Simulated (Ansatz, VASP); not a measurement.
## Ga in VASP and in Ansatz

File INCAR:

```
PREC = Accurate
ENCUT = 500
EDIFF = 1E-6
ISMEAR = -1
SIGMA = 0.05
LREAL = F
LASPH = T
NELM = 120
ALGO = Normal
ISIF = 2
LWAVE = F
LCHARG = F
NBANDS = 20
GGA_COMPAT = F
```

Contents of KPOINTS:

```
regular mesh
0
Gamma
  11 11 9
```

POSCAR

```
Ga
1.0
    1.3830000000     -4.0265000000      0.0000000000
    1.3830000000      4.0265000000      0.0000000000
   -0.1174474948      0.0000000000      3.3299294416
Ga
2
Direct
    0.8847200000      0.1152800000      0.2200000000
    0.1152800000      0.8847200000      0.7800000000
```

Input for Ansatz:

```yaml
crystal:
  lattice:
    - [1.383, -4.0265, 0.0]
    - [1.383, 4.0265, 0.0]
    - [-0.1174474948, 0.0, 3.3299294416]
  atoms:
    - { symbol: Ga, position: [0.88472, 0.11528, 0.22] }
    - { symbol: Ga, position: [0.11528, 0.88472, 0.78] }
kpoints:
  mp_grid: { grid: [11, 11, 9] }
scf:
  occupations: { method: fermi_dirac, width: 0.05 }
hamiltonian:
  xc: lda
  pseudopotentials: { kind: all_electron, lapw: { basis_error: 0.001 } }
output:
  forces: true
  stress: true
  eigenvalues: true
  populations: true
```

Change from the starting cell: shortest bond scaled by 0.88, LAPW.

Alike in both runs: task single point; functional LDA; k mesh 11 × 11 × 9; occupations fermi-dirac, width 0.05 eV; no spin polarisation.

```csv
,VASP,Ansatz
version,VASP 6.6.1,Ansatz 0.2.0
potentials or method,"VASP PAW LDA potentials, release 64 (Ga_d), cutoff 500 eV","all-electron LAPW, scalar-relativistic"
```

```tsv
	VASP	Ansatz	Ansatz less VASP
pressure (GPa)	-0.2	-0.4	-0.24
traceless stress, the component that is largest in VASP (GPa)	-5.31	-5.27	+0.042
rms of the force components (eV/Å)	0.916	0.902	-0.0143
```

LDA's correlation is that of Perdew and Zunger in VASP and of Perdew and Wang (1992) in Ansatz. Atom by atom the forces differ by 0.014 eV/Å (rms over components). Ansatz ran all-electron here, and VASP with PAW potentials.
